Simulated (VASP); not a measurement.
## Al15TeN15 (a cell with a defect): single point with PBE

The system is Al15TeN15 (a cell with a defect).

```xyz
31
Lattice="6.2595 0.0000 0.0000 -3.1298 5.4209 0.0000 0.0000 0.0000 10.0348" Properties=species:S:1:pos:R:3 pbc="T T T"
Al    1.5422    0.9147    2.2400
Al    1.6222    0.8683    7.5197
Al    0.0067    1.7996    9.8332
Al   -0.0086    3.6029    2.5059
Al   -1.5229    4.3332    5.0856
Al    0.0594    3.5753    7.5496
Al   -1.5393    4.4832   10.0077
Al    4.6972    0.9124    2.5084
Al    3.3075    1.8582    5.0863
Al    4.7583    0.8687    7.5464
Al    3.1712    1.7970   10.0074
Al    3.1356    3.6108    2.5429
Al    1.5235    4.5365    4.9751
Al    3.1511    3.5981    7.5373
Al    1.5853    4.5031   10.0654
Te    0.9692    1.2446    4.6381
N    -0.0346    1.8205    1.7248
N     1.6239    0.8667    9.4634
N     0.0588    1.7746    7.3404
N    -0.0302    3.7810    4.3174
N    -1.5689    4.4803    1.8397
N     0.0287    3.6626    9.4499
N    -1.5070    4.4363    7.0020
N     4.5304    0.8386    4.3197
N     3.1597    1.8301    1.8394
N     4.6639    0.8484    9.4456
N     3.2263    1.7912    7.0017
N     3.1007    3.6278    4.4439
N     1.5971    4.4970    1.8931
N     3.1298    3.6097    9.4220
N     1.6111    4.4874    6.9261
```

- Program: VASP 6.6.1
- Task: single point
- Functional: PBE
- Potentials or basis: VASP PAW PBE potentials, release 64 (Al, Te, N)
- Cutoff: 520 eV
- k mesh: 1 × 1 × 1, shifted
- Occupations: gaussian, width 0.01 eV
- Spin: no spin polarisation

| Property | Result |
| --- | --- |
| Largest force | 0.094 eV/Å |

Forces in eV/Å, atoms in the order of the input:
```
Al   0.013 -0.007 -0.034
Al   0.003  0.000  0.007
Al   0.004 -0.001 -0.001
Al  -0.002  0.002  0.000
Al   0.010 -0.035  0.012
Al  -0.001 -0.002  0.004
Al   0.001  0.000 -0.002
Al  -0.003  0.002 -0.001
Al   0.039  0.009  0.012
Al  -0.001  0.004  0.006
Al   0.000 -0.002 -0.001
Al   0.003 -0.001 -0.001
Al   0.002  0.000 -0.001
Al   0.005 -0.002  0.005
Al   0.000  0.000  0.004
Te  -0.081  0.045  0.017
N    0.002  0.000  0.007
N   -0.004  0.001 -0.007
N    0.002  0.004 -0.001
N    0.014 -0.012  0.000
N   -0.002  0.001 -0.003
N   -0.001 -0.001 -0.003
N    0.000 -0.001 -0.001
N    0.017 -0.006  0.001
N    0.000  0.000 -0.003
N   -0.003 -0.002 -0.002
N    0.001  0.000  0.000
N   -0.006  0.003  0.005
N   -0.001 -0.001 -0.007
N   -0.004  0.002 -0.006
N   -0.005  0.001 -0.006
```

Levels at points of the mesh, in eV from the Fermi level:
```tsv
k point	band 60	band 61	band 62	band 63	band 64	band 65	band 66	band 67	band 68	band 69
(0.25, 0.25, 0.25)	-2.81	-2.35	-1.53	-1.27	-0.05	2.94	3.47	3.56	3.65	3.84
```

It took 100 s on 1 thread of Intel(R) Xeon(R) Platinum 8375C CPU @ 2.90GHz (Ice Lake), with other jobs on the host, peak memory 0.41 GiB.

Caveat: the cell carries a net charge on a neutralising background, which shifts energy and pressure; the cell is charged against a uniform background, so pressure and absolute levels hang on convention; spin-orbit coupling is left out, which moves the levels of the heavy elements.
